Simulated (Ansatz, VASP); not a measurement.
**One calculation of ZnSe, two programs**

File INCAR:

```
SYSTEM = ZnSe
ALGO = Normal ; EDIFF = 1E-6
ENCUT = 520 ; GGA = CA
ISIF = 2 ; ISMEAR = 0
LASPH = .TRUE. ; LCHARG = .TRUE.
LELF = .TRUE. ; LREAL = .FALSE.
LVHAR = .TRUE. ; LWAVE = .FALSE.
NBANDS = 16 ; NELM = 100
PREC = Accurate ; SIGMA = 0.1
```

KPOINTS

```
k-points
0
G
  8 8 8
  0 0 0
```

Contents of POSCAR:

```
ZnSe
1.0
    0.0000000000      2.8338000000      2.8338000000
    2.8338000000      0.0000000000      2.8338000000
    2.8338000000      2.8338000000      0.0000000000
Se Zn
1 1
Direct
    0.7500000000      0.7500000000      0.7500000000
    0.0000000000      0.0000000000      0.0000000000
```

input.yaml

```yaml
crystal:
  lattice:
    - [0.0, 2.8338, 2.8338]
    - [2.8338, 0.0, 2.8338]
    - [2.8338, 2.8338, 0.0]
  atoms:
    - { symbol: Se, position: [0.75, 0.75, 0.75] }
    - { symbol: Zn, position: [0.0, 0.0, 0.0] }
hamiltonian:
  xc: lda
  pseudopotentials: { kind: paw }
kpoints:
  mp_grid: { grid: [8, 8, 8] }
scf:
  occupations: { method: gaussian, width: 0.1 }
output:
  forces: true
  stress: true
  eigenvalues: true
```

Alike in both runs: task single point; functional LDA; k mesh 8 × 8 × 8; occupations gaussian, width 0.1 eV; no spin polarisation.

|  | VASP | Ansatz |
| --- | --- | --- |
| version | VASP 6.6.1 | Ansatz 0.2.0 |
| potentials or method | VASP PAW LDA potentials, release 64 (Se, Zn) | Ansatz PAW |
| plane-wave cutoff (eV) | 520 | 420 |
| valence electrons in the cell | 18 | 28 |

|  | VASP | Ansatz | Ansatz less VASP |
| --- | --- | --- | --- |
| gap on the k mesh at the Fermi level (eV) | 1.07 | 1.03 | -0.037 |
| least direct gap on the mesh (eV) | 1.07 | 1.03 | -0.037 |
| pressure (GPa) | -3.1 | -3.4 | -0.30 |

LDA's correlation is that of Perdew and Zunger in VASP and of Perdew and Wang (1992) in Ansatz. VASP's potentials hold 18 valence electrons a cell and Ansatz's 28, so a difference there can come from the potentials and not from the codes.
